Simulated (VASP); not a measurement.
# GaP (F-43m) in VASP: further runs, part 2 of 2

VASP 6.6.1. The steps go on from the part before.

## (3) Relaxation of cell and atoms, r2SCAN, target pressure 7 GPa, at which the enthalpy is minimised

Contents of POSCAR:

```
GaP
1.0
    0.0000000000      2.7252500000      2.7252500000
    2.7252500000      0.0000000000      2.7252500000
    2.7252500000      2.7252500000      0.0000000000
Ga P
1 1
Direct
    0.0000000000      0.0000000000      0.0000000000
    0.7500000000      0.7500000000      0.7500000000
```

Contents of INCAR.step1:

```
PREC = Accurate
ENCUT = 600
ISMEAR = 0
SIGMA = 0.01
LREAL = False
LASPH = True
NELM = 60
GGA = PE
ALGO = Normal
EDIFF = 1E-4
LWAVE = True
LCHARG = False
```

Contents of INCAR.step2:

```
PREC = Accurate
ENCUT = 600
EDIFF = 1E-6
ISMEAR = 0
SIGMA = 0.01
LREAL = False
LASPH = True
NELM = 60
ALGO = Normal
ISIF = 3
LWAVE = False
LCHARG = False
METAGGA = R2SCAN
LMIXTAU = True
IBRION = 2
NSW = 100
EDIFFG = -0.002
PSTRESS = 70.0
ISTART = 1
```

Contents of KPOINTS:

```
regular mesh
0
Gamma
  8 8 8
```

Potentials or basis: VASP PAW PBE potentials, release 64 (Ga_d, P).

Launch:

```bash
cat potpaw_PBE.64/Ga_d/POTCAR potpaw_PBE.64/P/POTCAR > POTCAR
cp INCAR.step1 INCAR
mpirun -np 1 vasp_std > vasp.out
cp INCAR.step2 INCAR
mpirun -np 1 vasp_std > vasp.out
```

OUTCAR:

```text
PREC = Accurate
   ENCUT = 600
   EDIFF = 1E-6
   ISMEAR = 0
   LREAL = False
   LASPH = True
   NELM = 60
   ISIF = 3
   METAGGA = R2SCAN
   IBRION = 2
   NSW = 100
   EDIFFG = -0.002
   PSTRESS = 70.0
   ISTART = 1

 ion  position               nearest neighbor table
   1  0.000  0.000  0.000-   2 2.36   2 2.36   2 2.36   2 2.36
   2  0.750  0.750  0.750-   1 2.36   1 2.36   1 2.36   1 2.36

  LATTYP: Found a face centered cubic cell.
 ALAT       =     5.4505000000

  Lattice vectors:

 A1 = (   0.0000000000,   2.7252500000,   2.7252500000)
 A2 = (   2.7252500000,   0.0000000000,   2.7252500000)
 A3 = (   2.7252500000,   2.7252500000,   0.0000000000)

Analysis of symmetry for initial positions (statically):
=====================================================================
 Subroutine PRICEL returns:
 Original cell was already a primitive cell.

[... 375 lines left out ...]
 cond. band min:       6.9566338035   @ k =   0.5000   0.5000   0.0000
 fundamental gap:      1.7631161854
 Fermi energy:         5.2984257279

 k-point     1 :       0.0000    0.0000    0.0000
  band No.  band energies     occupation
      1      -9.9307      2.00000
      2      -9.9307      2.00000
      3      -9.9307      2.00000
      4      -9.7928      2.00000
      5      -9.7928      2.00000
      6      -8.3834      2.00000
      7       5.1935      2.00000
      8       5.1935      2.00000
      9       5.1935      2.00000
     10       8.1481      0.00000
     11       9.3542      0.00000
     12       9.3542      0.00000
     13       9.3542      0.00000
[... 354 lines left out ...]
  band No.  band energies     occupation
      1     -10.0600      2.00000
      2      -9.8880      2.00000
      3      -9.8729      2.00000
      4      -9.8003      2.00000
      5      -9.7833      2.00000
      6      -5.5125      2.00000
      7      -1.7886      2.00000
      8       1.6421      2.00000
      9       2.9838      2.00000
     10       9.2065      0.00000
     11       9.8018      0.00000
     12      12.3199      0.00000
     13      13.8364      0.00000

 [... further k-points ...]
[... 5 lines left out ...]
  --------------------------------------------------------------------------------------
  -------------------------------------------------------------------------------------
  Total        1.6514032      1.6514032      1.6514032      0.0000000      0.0000000     -0.0000000
  in kB       69.9895855     69.9895855     69.9895855      0.0000000      0.0000000     -0.0000000
  external PRESSURE =      -0.0104145 kB  Pullay stress =      70.0000000 kB
[... 21 lines left out ...]
  energy  without entropy=      -21.4097211386  energy(sigma->0) =      -21.40972114

  enthalpy is  TOTEN    =       -19.7580722390 eV   P V=        1.6516488996

 reached required accuracy - stopping structural energy minimisation
```

OUTCAR.step1:

```text
PREC = Accurate
   ENCUT = 600
   ISMEAR = 0
   LREAL = False
   LASPH = True
[... 605 lines left out ...]
      0.00000      0.00000      0.00000         0.000000     -0.000000      0.000000
      4.08788      4.08788      4.08788        -0.000000      0.000000     -0.000000
 -----------------------------------------------------------------------------------
    total drift:                               -0.000002     -0.000002     -0.000002

  FREE ENERGIE OF THE ION-ELECTRON SYSTEM (eV)
  ---------------------------------------------------
  free  energy   TOTEN  =        -9.1159758992 eV

  energy  without entropy=       -9.1159758992  energy(sigma->0) =       -9.11597590
```

OSZICAR.step1:

```text
N       E                     dE             d eps       ncg     rms          rms(c)
DAV:   1     0.860651509815E+02    0.86065E+02   -0.99032E+03   770   0.213E+03
DAV:   2    -0.248561605148E+01   -0.88551E+02   -0.85564E+02   809   0.355E+02
DAV:   3    -0.925968323762E+01   -0.67741E+01   -0.67380E+01   964   0.786E+01
DAV:   4    -0.938218453753E+01   -0.12250E+00   -0.12245E+00   894   0.119E+01
DAV:   5    -0.938552490910E+01   -0.33404E-02   -0.33402E-02   977   0.164E+00    0.425E+00
DAV:   6    -0.914213254358E+01    0.24339E+00   -0.46808E-01  1149   0.130E+01    0.280E+00
DAV:   7    -0.911529056153E+01    0.26842E-01   -0.11694E-01   976   0.254E+00    0.112E+00
DAV:   8    -0.911554480185E+01   -0.25424E-03   -0.14694E-02   869   0.183E+00    0.174E-01
DAV:   9    -0.911591747994E+01   -0.37268E-03   -0.16043E-03   997   0.701E-01    0.895E-02
DAV:  10    -0.911597589922E+01   -0.58419E-04   -0.95737E-05   622   0.124E-01
   1 F= -.91159759E+01 E0= -.91159759E+01  d E =-.374602E-54
```

Wall time 5.4 min (1 thread of Intel Xeon Platinum 8259CL at 2.50GHz (Skylake/Cascade Lake), shared host); peak memory 0.2 GiB.

What came out:

| Item | Value |
| --- | --- |
| Free energy | -21.4097 eV |
| Relaxed volume | 18.90 Å³/atom |
| Relaxed cell | a = 3.767 Å, b = 3.767 Å, c = 3.767 Å, α = 60.00°, β = 60.00°, γ = 60.00° |
| Space group after relaxing (to 0.1 Å) | F-43m (No. 216) |
| Energy change on relaxing (the run minimises the enthalpy) | +27.3 meV/atom |
| Ionic steps | 10 |
| Pressure after relaxing | 7.0 GPa |
| Band gap on the k mesh | 1.76 eV (least direct gap 2.95 eV) |

The path:
```
step  energy change (eV)  largest force (eV/Å)  pressure (GPa)  volume (Å³)
   1              0.0000                0.0000           -0.03        40.48
   2              0.2115                0.0000           15.35        35.50
   3              0.0541                0.0000            6.95        37.81
   4              0.0564                0.0000            7.20        37.76
   5              0.0514                0.0000            6.63        37.88
   6              0.0546                0.0000            7.09        37.80
   7              0.0540                0.0000            6.96        37.82
   8              0.0542                0.0000            7.03        37.81
   9              0.0541                0.0000            6.98        37.81
  10              0.0545                0.0000            7.00        37.80
```

Final structure:
```cif
data_structure
_symmetry_space_group_name_H-M 'P 1'
_symmetry_Int_Tables_number 1
_cell_length_a 3.7672
_cell_length_b 3.7672
_cell_length_c 3.7672
_cell_angle_alpha 60.000
_cell_angle_beta 60.000
_cell_angle_gamma 60.000
_cell_volume 37.80
loop_
_atom_site_label
_atom_site_type_symbol
_atom_site_fract_x
_atom_site_fract_y
_atom_site_fract_z
_atom_site_occupancy
Ga1 Ga 0.00000 0.00000 0.00000 1
P1 P 0.75000 0.75000 0.75000 1
```

Caveat: the cell is relaxed towards a set pressure, so the run minimises the enthalpy, not the energy; the PAW data sets were made with another functional, which shifts forces and pressure a little. A k mesh can miss the band edges.

## (4) Relaxation of cell and atoms, r2SCAN, target pressure 10 GPa, at which the enthalpy is minimised

POSCAR is that of step 3.

Contents of INCAR.step1:

```
SYSTEM = GaP
PREC = Accurate ; ENCUT = 600
ISMEAR = 0 ; SIGMA = 0.01
LREAL = .False. ; LASPH = .True.
NELM = 60 ; GGA = PE
ALGO = Normal ; EDIFF = 1E-4
LWAVE = .True. ; LCHARG = .False.
```

Contents of INCAR.step2:

```
SYSTEM = GaP
PREC = Accurate ; ENCUT = 600
EDIFF = 1E-6 ; ISMEAR = 0
SIGMA = 0.01 ; LREAL = .False.
LASPH = .True. ; NELM = 60
ALGO = Normal ; ISIF = 3
LWAVE = .False. ; LCHARG = .False.
METAGGA = R2SCAN ; LMIXTAU = .True.
IBRION = 2 ; NSW = 100
EDIFFG = -0.002 ; PSTRESS = 100.0
ISTART = 1
```

Contents of KPOINTS:

```
regular mesh
0
Gamma
  8 8 8
  0 0 0
```

Potentials or basis: VASP PAW PBE potentials, release 64 (Ga_d, P).

Launch:

```bash
cat potpaw_PBE.64/Ga_d/POTCAR potpaw_PBE.64/P/POTCAR > POTCAR
cp INCAR.step1 INCAR
mpirun -np 1 vasp_std > vasp.out
cp INCAR.step2 INCAR
mpirun -np 1 vasp_std > vasp.out
```

OUTCAR:

```text
SYSTEM = GaP
   PREC = Accurate
   ENCUT = 600
   EDIFF = 1E-6
   ISMEAR = 0
   LREAL = .False.
   LASPH = .True.
   NELM = 60
   ISIF = 3
   METAGGA = R2SCAN
   IBRION = 2
   NSW = 100
   EDIFFG = -0.002
   PSTRESS = 100.0
   ISTART = 1

 ion  position               nearest neighbor table
   1  0.000  0.000  0.000-   2 2.36   2 2.36   2 2.36   2 2.36
   2  0.750  0.750  0.750-   1 2.36   1 2.36   1 2.36   1 2.36

  LATTYP: Found a face centered cubic cell.
 ALAT       =     5.4505000000

  Lattice vectors:

 A1 = (   0.0000000000,   2.7252500000,   2.7252500000)
 A2 = (   2.7252500000,   0.0000000000,   2.7252500000)
 A3 = (   2.7252500000,   2.7252500000,   0.0000000000)

Analysis of symmetry for initial positions (statically):
=====================================================================
 Subroutine PRICEL returns:
 Original cell was already a primitive cell.

 Routine SETGRP: Setting up the symmetry group for a
 face centered cubic supercell.

 Subroutine GETGRP returns: Found 24 space group operations
 (whereof 24 operations were pure point group operations)
 out of a pool of 48 trial point group operations.

The static configuration has the point symmetry T_d .

Analysis of symmetry for dynamics (positions and initial velocities):
=====================================================================
 Subroutine PRICEL returns:
 Original cell was already a primitive cell.

 Routine SETGRP: Setting up the symmetry group for a
 face centered cubic supercell.

 Subroutine GETGRP returns: Found 24 space group operations
 (whereof 24 operations were pure point group operations)
 out of a pool of 48 trial point group operations.

The dynamic configuration has the point symmetry T_d .

 Subroutine INISYM returns: Found 24 space group operations
 (whereof 24 operations are pure point group operations),
 and found     1 'primitive' translations

[... 127 lines left out ...]
 Gauss-broadening in eV      SIGMA  =   0.01
  energy-cutoff  :      600.00
  volume of cell :       40.48
 maximum number of plane-waves:      1365
   NGX = 15   NGY = 15   NGZ = 15

--------------------------------------- Ionic step        1  -------------------------------------------

 number of electron      18.0000003 magnetization

 Free energy of the ion-electron system (eV)
  ---------------------------------------------------
  ext. energy  EPLUGINS =         0.00000000
  ---------------------------------------------------
  free energy    TOTEN  =       -21.46423268 eV

  energy without entropy =      -21.46423268  energy(sigma->0) =      -21.46423268

------------------------ aborting loop because EDIFF is reached ----------------------------------------

  FORCE on cell =-STRESS in cart. coord.  units (eV):
  Direction    XX          YY          ZZ          XY          YZ          ZX
  --------------------------------------------------------------------------------------
  -------------------------------------------------------------------------------------
  Total       -0.0070143     -0.0070143     -0.0070143      0.0000000      0.0000000     -0.0000000
  in kB       -0.2776154     -0.2776154     -0.2776154      0.0000000      0.0000000     -0.0000000
  external PRESSURE =    -100.2776154 kB  Pullay stress =     100.0000000 kB
[... 291 lines left out ...]
--------------------------------------- Ionic step        9  -------------------------------------------

 number of electron      17.9999997 magnetization

 Free energy of the ion-electron system (eV)
  ---------------------------------------------------
  ext. energy  EPLUGINS =         0.00000000
  ---------------------------------------------------
  free energy    TOTEN  =       -21.36197547 eV

  energy without entropy =      -21.36197547  energy(sigma->0) =      -21.36197547

 E-fermi :   5.5585     XC(G=0): -11.0101

 val. band max:        5.4675378933   @ k =   0.0000   0.0000   0.0000
 cond. band min:       7.1725606709   @ k =   0.5000   0.5000   0.0000
 fundamental gap:      1.7050227776
 Fermi energy:         5.5584585009

 k-point     1 :       0.0000    0.0000    0.0000
  band No.  band energies     occupation
      1      -9.7160      2.00000
      2      -9.7160      2.00000
      3      -9.7160      2.00000
      4      -9.5683      2.00000
      5      -9.5683      2.00000
      6      -8.3187      2.00000
      7       5.4675      2.00000
      8       5.4675      2.00000
      9       5.4675      2.00000
     10       8.6417      0.00000
     11       9.6121      0.00000
     12       9.6121      0.00000
     13       9.6121      0.00000
[... 354 lines left out ...]
  band No.  band energies     occupation
      1      -9.8569      2.00000
      2      -9.6701      2.00000
      3      -9.6537      2.00000
      4      -9.5767      2.00000
      5      -9.5580      2.00000
      6      -5.3403      2.00000
      7      -1.6554      2.00000
      8       1.8187      2.00000
      9       3.1820      2.00000
     10       9.5383      0.00000
     11      10.0594      0.00000
     12      12.6654      0.00000
     13      14.1784      0.00000

 [... further k-points ...]
[... 5 lines left out ...]
  --------------------------------------------------------------------------------------
  -------------------------------------------------------------------------------------
  Total        2.3001556      2.3001556      2.3001556     -0.0000000     -0.0000000      0.0000000
  in kB       99.8842220     99.8842220     99.8842220     -0.0000000     -0.0000000      0.0000000
  external PRESSURE =      -0.1157780 kB  Pullay stress =     100.0000000 kB
[... 21 lines left out ...]
  energy  without entropy=      -21.3619754741  energy(sigma->0) =      -21.36197547

  enthalpy is  TOTEN    =       -19.0591537048 eV   P V=        2.3028217693

 reached required accuracy - stopping structural energy minimisation
```

It took 5 min on 1 thread of Intel Xeon Platinum 8259CL at 2.50GHz (Skylake/Cascade Lake), shared host; peak memory 0.21 GiB.

Results:

```
Free energy                                                : -21.3620 eV
Relaxed volume                                             : 18.45 Å³/atom
Relaxed cell                                               : a = 3.737 Å, b = 3.737 Å, c = 3.737 Å, α = 60.00°, β = 60.00°, γ = 60.00°
Space group after relaxing (to 0.1 Å)                      : F-43m (No. 216)
Energy change on relaxing (the run minimises the enthalpy) : +51.1 meV/atom
Ionic steps                                                : 9
Pressure after relaxing                                    : 10.0 GPa
Band gap on the k mesh                                     : 1.71 eV (least direct gap 3.17 eV)
```

Step by step:
```csv
step,energy change (eV),largest force (eV/Å),pressure (GPa),volume (Å³)
1,0.0000,0.0000,-0.03,40.48
2,0.4598,0.0000,25.02,33.50
3,0.0995,0.0000,9.88,36.94
4,0.1037,0.0000,10.14,36.87
5,0.0990,0.0000,9.69,36.95
6,0.1026,0.0000,10.05,36.89
7,0.1022,0.0000,9.95,36.90
8,0.1024,0.0000,10.02,36.89
9,0.1023,0.0000,9.99,36.90
```

Final structure:
```
CELL_PARAMETERS angstrom
0.00000 2.64229 2.64229
2.64229 0.00000 2.64229
2.64229 2.64229 0.00000
ATOMIC_POSITIONS crystal
Ga 0.00000 0.00000 0.00000
P 0.75000 0.75000 0.75000
```

Levels at points of the mesh, in eV from the valence-band top:
```csv
k point,band 7,band 8,band 9,band 10,band 11,band 12
"(0.00, 0.00, 0.00)",0.00,0.00,0.00,3.17,4.14,4.14
"(0.50, 0.00, 0.00)",-7.44,-1.32,-1.32,2.34,5.01,5.01
"(0.50, 0.50, 0.00)",-7.44,-3.15,-3.15,1.71,1.99,12.07
```

Caveat: the cell is relaxed towards a set pressure, so the run minimises the enthalpy, not the energy; the PAW data sets were made with another functional, which shifts forces and pressure a little. A k mesh can miss the band edges.

## (5) Relaxation of cell and atoms, r2SCAN, target pressure 15 GPa, at which the enthalpy is minimised

POSCAR is that of step 4.

Contents of INCAR.step1:

```
  PREC = Accurate
  ENCUT = 600
  ISMEAR = 0
  SIGMA = 0.01
  LREAL = False
  LASPH = True
  NELM = 80
  GGA = PE
  ALGO = Normal
  EDIFF = 1E-4
  LWAVE = True
  LCHARG = False
```

Contents of INCAR.step2:

```
  PREC = Accurate
  ENCUT = 600
  EDIFF = 1E-7
  ISMEAR = 0
  SIGMA = 0.01
  LREAL = False
  LASPH = True
  NELM = 80
  ALGO = Normal
  ISIF = 3
  LWAVE = False
  LCHARG = False
  METAGGA = R2SCAN
  LMIXTAU = True
  IBRION = 2
  NSW = 100
  EDIFFG = -0.002
  PSTRESS = 150.0
  ISTART = 1
```

Contents of KPOINTS:

```
Automatic mesh
0
Gamma
  8 8 8
```

Launch:

```bash
cat potpaw_PBE.64/Ga_d/POTCAR potpaw_PBE.64/P/POTCAR > POTCAR
cp INCAR.step1 INCAR
mpirun -np 1 vasp_std > vasp.out
cp INCAR.step2 INCAR
mpirun -np 1 vasp_std > vasp.out
```

Wall time 6.1 min (1 thread of Intel Xeon Platinum 8259CL at 2.50GHz (Skylake/Cascade Lake), shared host); peak memory 0.21 GiB.

The run converged. Its results:

| Item | Value |
| --- | --- |
| Free energy | -21.2599 eV |
| Relaxed volume | 17.79 Å³/atom |
| Relaxed cell | a = 3.692 Å, b = 3.692 Å, c = 3.692 Å, α = 60.00°, β = 60.00°, γ = 60.00° |
| Space group after relaxing (to 0.1 Å) | F-43m (No. 216) |
| Energy change on relaxing (the run minimises the enthalpy) | +102.2 meV/atom |
| Ionic steps | 8 |
| Pressure after relaxing | 15.0 GPa |
| Band gap on the k mesh | 1.61 eV (least direct gap 3.51 eV) |

The path:
| step | energy change (eV) | largest force (eV/Å) | pressure (GPa) | volume (Å³) |
| --- | --- | --- | --- | --- |
| 1 | 0.0000 | 0.0000 | -0.03 | 40.48 |
| 2 | 1.1517 | 0.0000 | 46.82 | 30.34 |
| 3 | 0.1886 | 0.0000 | 14.27 | 35.75 |
| 4 | 0.2022 | 0.0000 | 14.91 | 35.60 |
| 5 | 0.2110 | 0.0000 | 15.29 | 35.50 |
| 6 | 0.1970 | 0.0000 | 14.69 | 35.65 |
| 7 | 0.2050 | 0.0000 | 15.03 | 35.57 |
| 8 | 0.2043 | 0.0000 | 14.98 | 35.57 |

Final structure:
```xyz
2
Lattice="0.0000 2.6104 2.6104 2.6104 0.0000 2.6104 2.6104 2.6104 0.0000" Properties=species:S:1:pos:R:3 pbc="T T T"
Ga    0.0000    0.0000    0.0000
P     3.9156    3.9156    3.9156
```

Levels at points of the mesh, in eV from the valence-band top:
```tsv
k point	band 7	band 8	band 9	band 10	band 11	band 12
(0.00, 0.00, 0.00)	0.00	0.00	0.00	3.51	4.12	4.12
(0.50, 0.00, 0.00)	-7.69	-1.38	-1.38	2.46	4.98	4.98
(0.50, 0.50, 0.00)	-7.65	-3.31	-3.31	1.61	1.93	12.34
```

Caveat: the cell is relaxed towards a set pressure, so the run minimises the enthalpy, not the energy; the PAW data sets were made with another functional, which shifts forces and pressure a little.

## (6) Overview

| cell | gap on the mesh (eV) | pressure (GPa) |
| --- | --- | --- |
| relaxed to 4 GPa | 1.82 | 4.0 |
| relaxed to 7 GPa | 1.76 | 7.0 |
| relaxed to 10 GPa | 1.71 | 10.0 |
| relaxed to 15 GPa | 1.61 | 15.0 |

Alike in all rows: task relaxation of cell and atoms; level r2SCAN; potentials or basis VASP PAW PBE potentials, release 64 (Ga_d, P); no spin polarisation; k mesh 8 × 8 × 8; cutoff (eV) 600; smearing gaussian 0.01 eV.

Caveats: the cell is relaxed towards a set pressure, so the run minimises the enthalpy, not the energy; the PAW data sets were made with another functional, which shifts forces and pressure a little.

Total energies depend on the potentials used, so only differences within one code and one set of settings carry meaning.
